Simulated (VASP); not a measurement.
A run of VASP 6.6.1:

File INCAR:

```
PREC = Accurate ; ENCUT = 520
EDIFF = 1E-7 ; ISMEAR = 0
SIGMA = 0.1 ; LREAL = False
LASPH = True ; NELM = 100
ALGO = Fast ; ISIF = 2
LWAVE = False ; LCHARG = True
GGA = PE ; LELF = True
LVHAR = True ; NBANDS = 23
```

File KPOINTS:

```
regular mesh
0
Gamma
  6 6 6
```

File POSCAR:

```
TiAl
1.0
    1.4969253295     -5.2479005192      0.0000000000
    1.4969253295      5.2479005192      0.0000000000
    0.0000000000      0.0000000000      4.2110311866
Ti Al
2 2
Direct
    0.8325238850      0.1674761150      0.7500000000
    0.1674761150      0.8325238850      0.2500000000
    0.5727048132      0.4272951868      0.7500000000
    0.4272951868      0.5727048132      0.2500000000
```

Potentials or basis: VASP PAW PBE potentials, release 64 (Ti_sv, Al).

Launch:

```sh
$ cat potpaw_PBE.64/Ti_sv/POTCAR potpaw_PBE.64/Al/POTCAR > POTCAR
$ mpirun -np 1 vasp_std > vasp.out
```

Hardware: 1 thread of AMD EPYC 7R13 Processor (Zen 3), with other jobs on the host.

Q: Estimate the wall time of this run.

A: Wall time 5.6 min on 1 thread of AMD EPYC 7R13 Processor (Zen 3) (shared host), peak memory 0.24 GiB. Counts: scf iterations 48, k points 52.
